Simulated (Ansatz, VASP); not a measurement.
## One calculation of C, two programs

INCAR

```
ALGO = Normal
EDIFF = 1E-7
EDIFFG = -0.005
ENCUT = 1300
GGA = PE
GGA_COMPAT = False
IBRION = 2
ISIF = 3
ISMEAR = 0
LASPH = True
LCHARG = False
LREAL = False
LWAVE = False
NELM = 120
NELMIN = 4
NSW = 100
PREC = Accurate
SIGMA = 0.02
```

KPOINTS

```
k-points
0
Gamma
  12 12 6
```

File POSCAR:

```
C
1.0
    2.1360157485     -1.2332402951     -0.0090115879
    2.1360157485      1.2332402951     -0.0090115879
   -1.3995450056      0.0000000000      4.2691001853
C
2
Direct
    0.8333348798      0.8333348798      0.0000044498
    0.1666651202      0.1666651202      0.9999955502
```

Input for Ansatz:

```yaml
crystal:
  lattice:
    - [2.1360157651, -1.2332402944, -0.0090105624]
    - [2.1360157651, 1.2332402944, -0.0090105624]
    - [-1.3995433276, 0.0, 4.2690875243]
  atoms:
    - { symbol: C, position: [0.8333348812, 0.8333348812, 4.4538e-06] }
    - { symbol: C, position: [0.1666651188, 0.1666651188, 0.9999955462] }
basis:
  ecutwfc: 420
kpoints:
  mp_grid: { grid: [12, 12, 6] }
hamiltonian:
  xc: pbe
scf:
  occupations: { method: gaussian, width: 0.02 }
output:
  forces: true
  stress: true
  eigenvalues: true
relax:
  adjacent_minimum: "off"
  f_tol: 0.005
  max_steps: 80
  cell: { stress_tol: 0.05 }
```

Alike in both runs: task relaxation of cell and atoms; functional PBE; k mesh 12 × 12 × 6; occupations gaussian, width 0.02 eV; no spin polarisation.

|  | VASP | Ansatz |
| --- | --- | --- |
| version | VASP 6.6.1 | Ansatz 0.2.0 |
| potentials or method | VASP PAW PBE potentials, release 64 (C_h), cutoff 1300 eV | scalar-relativistic, plane waves, PAW |
| valence electrons in the cell | 8 | 8 |

```csv
,VASP,Ansatz,Ansatz less VASP
"gap on the k mesh at the Fermi level, each at its own relaxed structure (eV)",0.19,0.13,-0.059
relaxed volume (Å³/atom),10.66,11.20,+0.541
relaxed length of the cell vector where the two differ most in proportion (Å),4.290,4.482,+0.1917
```

One of these differences is far larger than is usual between the two programs; its cause wasn't traced.
